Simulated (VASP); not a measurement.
Set up this calculation in VASP 6.6.1, as the native input.

| Property | Result |
| --- | --- |
| Task | single point |
| Functional | PBEsol |
| Potentials or basis | VASP PAW PBE potentials, release 64 (S, Pb_d) |
| Cutoff | 400 eV |
| k mesh | 1 × 1 × 1, shifted |
| Occupations | fermi-dirac, width 0.05 eV |
| Spin | no spin polarisation |
| Dipole correction | no |
| Mended | yes |
| Further INCAR settings | LREAL = Auto; ALGO = Normal; EDIFF = 1e-06; NBANDS = 361; ISYM = -1 |

The structure of Pb32S33 (a cell with a defect) lies in POSCAR:

```
Pb32S33
1.0
   11.8000000000      0.0000000000      0.0000000000
    0.0000000000     11.8000000000      0.0000000000
    0.0000000000      0.0000000000     11.8000000000
S Pb
33 32
Direct
    0.2503270000      0.0001820000      0.9999810000
    0.2502850000      0.0001930000      0.4999470000
    0.2505540000      0.5002440000      0.9996710000
    0.2017320000      0.4514360000      0.4503450000
    0.7503140000      0.0000170000      0.9999650000
    0.7504590000      0.0001510000      0.4999640000
    0.7504750000      0.5000220000      0.9999700000
    0.7505190000      0.4999720000      0.4999380000
    0.9998130000      0.2495190000      0.9990460000
    0.9977980000      0.2475170000      0.4988840000
    0.0006340000      0.7498280000      0.9999820000
    0.0000880000      0.7502740000      0.4999570000
    0.5001190000      0.2503360000      0.9999730000
    0.5005490000      0.2498140000      0.4999490000
    0.5009730000      0.7506770000      0.0010230000
    0.5028860000      0.7526160000      0.5010390000
    0.9998220000      0.9988790000      0.2496080000
    0.0003990000      0.9998100000      0.7499590000
    0.9976420000      0.4986470000      0.2477920000
    0.9995100000      0.4997840000      0.7505910000
    0.5001400000      0.0002110000      0.2501790000
    0.5007830000      0.0012450000      0.7505370000
    0.5004390000      0.5001960000      0.2495000000
    0.5026720000      0.5012680000      0.7524250000
    0.2489250000      0.2473170000      0.2477880000
    0.2500810000      0.2492360000      0.7505910000
    0.2504950000      0.7501290000      0.2494970000
    0.2515490000      0.7523770000      0.7524040000
    0.7491620000      0.2495000000      0.2496120000
    0.7501100000      0.2501300000      0.7499690000
    0.7505060000      0.7498270000      0.2501820000
    0.7515240000      0.7505070000      0.7505460000
    0.3000970000      0.5497600000      0.5500180000
    0.9994010000      0.0001600000      0.0002790000
    0.9981370000      0.0020720000      0.4997140000
    0.9978580000      0.4995890000      0.0021990000
    0.9835460000      0.5052490000      0.5053310000
    0.5009640000      0.9993960000      0.9992650000
    0.5027500000      0.9975720000      0.4998840000
    0.5026840000      0.5000090000      0.9972210000
    0.5173710000      0.4943680000      0.4940100000
    0.2498700000      0.2475790000      0.0021880000
    0.2555160000      0.2332490000      0.5053240000
    0.2502960000      0.7524110000      0.9972110000
    0.2446630000      0.7670380000      0.4940250000
    0.7504340000      0.2491160000      0.0002840000
    0.7523660000      0.2478450000      0.4997130000
    0.7496780000      0.7506800000      0.9992830000
    0.7478620000      0.7524670000      0.4998960000
    0.2501230000      0.0023800000      0.2475780000
    0.2503140000      0.9975480000      0.7522080000
    0.2560770000      0.5058010000      0.2325660000
    0.2439180000      0.4936640000      0.7671650000
    0.7507370000      0.0004660000      0.2490070000
    0.7497080000      0.9994600000      0.7504730000
    0.7526770000      0.4998500000      0.2475690000
    0.7478280000      0.5000710000      0.7522000000
    0.0019290000      0.2516790000      0.2516190000
    0.9994690000      0.2491800000      0.7495550000
    0.0000240000      0.7494880000      0.2493940000
    0.0006450000      0.7500720000      0.7500290000
    0.4997420000      0.2497600000      0.2493730000
    0.5003540000      0.2503720000      0.7500160000
    0.5007900000      0.7505290000      0.2498330000
    0.4983890000      0.7481180000      0.7476070000
```

These files were run (other wordings do the same):

INCAR

```
SYSTEM = Pb32S33
ALGO = Normal
EDIFF = 1E-6
ENCUT = 400
GGA = PS
GGA_COMPAT = .False.
ISIF = 2
ISMEAR = -1
ISYM = -1
LASPH = .True.
LCHARG = .True.
LELF = .True.
LREAL = Auto
LVHAR = .True.
LWAVE = .False.
NBANDS = 361
NELM = 120
PREC = Accurate
SIGMA = 0.05
```

KPOINTS

```
explicit points
1
Reciprocal
  0.25000000   0.25000000   0.25000000 1
```

Potentials or basis: VASP PAW PBE potentials, release 64 (S, Pb_d).

The run is started by

```console
$ cat potpaw_PBE.64/S/POTCAR potpaw_PBE.64/Pb_d/POTCAR > POTCAR
$ mpirun -np 1 vasp_std > vasp.out
```

Results of the run:

```
Pressure               : 1.2 GPa
Largest force          : 0.108 eV/Å
Band gap on the k mesh : 1.27 eV
```

Caveat: the PAW data sets were made with another functional, which shifts forces and pressure a little; spin-orbit coupling is left out, which moves the levels of the heavy elements.

It took 8.3 min on 1 thread of Intel(R) Xeon(R) 6975P-C (Granite Rapids), on a shared host, peak memory 1.1 GiB.
